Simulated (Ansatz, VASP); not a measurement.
## Na: VASP beside Ansatz

```xyz
8
Lattice="-4.2330 4.2330 4.2330 4.2330 -4.2330 4.2330 4.2330 4.2330 -4.2330" Properties=species:S:1:pos:R:3 pbc="T T T"
Na   -0.2060    4.0270    0.2060
Na    0.2060   -0.2060    4.0270
Na    6.1435   -1.9105    1.9105
Na   -1.9105    1.9105    6.1435
Na    4.0270    0.2060   -0.2060
Na    1.9105    6.1435   -1.9105
Na    2.3225    2.3225    2.3225
Na    0.2060    0.2060    0.2060
```

Alike in both runs: task single point; functional PBEsol; k mesh 4 × 4 × 4; occupations gaussian, width 0.1 eV; no spin polarisation.

|  | VASP | Ansatz |
| --- | --- | --- |
| version | VASP 6.6.1 | Ansatz 0.2.0 |
| potentials or method | VASP PAW PBE potentials, release 64 (Na_pv), cutoff 520 eV | scalar-relativistic, plane waves, PAW |
| valence electrons in the cell | 56 | 72 |

```csv
,VASP,Ansatz,Ansatz less VASP
gap on the k mesh at the Fermi level (eV),none,none,-
pressure (GPa),-0.3,-0.3,0.00
rms of the force components (eV/Å),0.021,0.021,-0.0002
```

VASP's potentials were made for PBE, not for PBEsol. Atom by atom the forces differ by 0.000 eV/Å (rms over components). A gap of «none» marks a metal or a gap that the smearing closes. The functional is the same, so the differences come from potentials, cutoffs and numerics. VASP's potentials hold 56 valence electrons a cell and Ansatz's 72, so a difference there can come from the potentials and not from the codes.
